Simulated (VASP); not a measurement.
PtS2, 3 atoms in the cell. Symmetry: P-3m1, No. 164, trigonal system. Conventional cell: a = 3.553 Å, b = 3.553 Å, c = 5.123 Å, α = 90.00°, β = 90.00°, γ = 120.00°. Pt (site symmetry -3m) has 6 S at 2.39 Å within 3.2 Å. S (site symmetry 3m) has 3 Pt at 2.39 Å and 3 S at 3.20 Å within 3.2 Å. 

```yaml
Program: VASP 6.6.1
Task: single point
Functional: PBE
Potentials_or_basis: VASP PAW PBE potentials, release 64 (Pt, S)
Cutoff: 520 eV
k_mesh: 6 × 6 × 4
Occupations: methfessel-paxton, width 0.001 eV
Spin: no spin polarisation
Dipole_correction: no
Further_INCAR_settings: ALGO = Normal; EDIFF = 1e-06; NBANDS = 18
```

Potentials or basis: VASP PAW PBE potentials, release 64 (Pt, S).

Command:

```console
$ cat potpaw_PBE.64/Pt/POTCAR potpaw_PBE.64/S/POTCAR > POTCAR
$ mpirun -np 1 vasp_std > vasp.out
```

Hardware: 1 thread of Intel(R) Xeon(R) Platinum 8375C CPU @ 2.90GHz (Ice Lake), with other jobs on the host.

Q: How long does it take, and how much memory?

A: Wall time 19 s on 1 thread of Intel(R) Xeon(R) Platinum 8375C CPU @ 2.90GHz (Ice Lake), on a shared host, peak memory 0.19 GiB. Counts: scf iterations 14, k points 24.
